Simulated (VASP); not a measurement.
Here is a VASP 6.6.1 calculation.

Contents of INCAR:

```
PREC     = Accurate       # precision mode
ENCUT    = 600            # plane-wave cutoff, eV
EDIFF    = 1E-6           # SCF threshold, eV
ISMEAR   = 0              # smearing method
SIGMA    = 0.01           # smearing width, eV
LREAL    = F              # projectors in reciprocal space
LASPH    = T              # aspherical terms in the spheres
NELM     = 120            # most SCF steps
ALGO     = Normal         # electronic algorithm
ISIF     = 2              # what is computed and relaxed
LWAVE    = F              # write WAVECAR
LCHARG   = T              # write CHGCAR
GGA      = CA             # functional
LELF     = T              # ELF
LVHAR    = T            
NBANDS   = 33             # bands
GGA_COMPAT= F
```

File KPOINTS:

```
Automatic mesh
0
Gamma
  9 9 9
```

The input POSCAR:

```
TiO2
1.0
    5.4167862758      0.0130746983     -0.0000003211
    2.8242632345      4.6222593704     -0.0000003211
   -4.1205245987     -2.3176669464      2.6441334050
Ti O
2 4
Direct
    0.0000000000      0.0000000000      0.0000000000
    0.7500000000      0.2500000000      0.5000000000
    0.2079841267      0.2079841267      0.0000000000
    0.9579841267      0.4579841267      0.5000000000
    0.5420158733      0.0420158733      0.5000000000
    0.7920158733      0.7920158733      0.0000000000
```

Potentials or basis: VASP PAW LDA potentials, release 64 (Ti_sv, O).

Launch:

```console
$ cat potpaw_LDA.64/Ti_sv/POTCAR potpaw_LDA.64/O/POTCAR > POTCAR
$ mpirun -np 1 vasp_std > vasp.out
```

(1) What does it give for the band gap on the k mesh?

(2) What does it give for the pressure?

(3) Estimate the largest force.

Results:

(1) 2.06 eV (least direct gap 2.42 eV).

(2) 1.0 GPa.

(3) 0.033 eV/Å.

Caveat: an odd mesh through Γ misses points on the zone boundary, where band edges can lie.
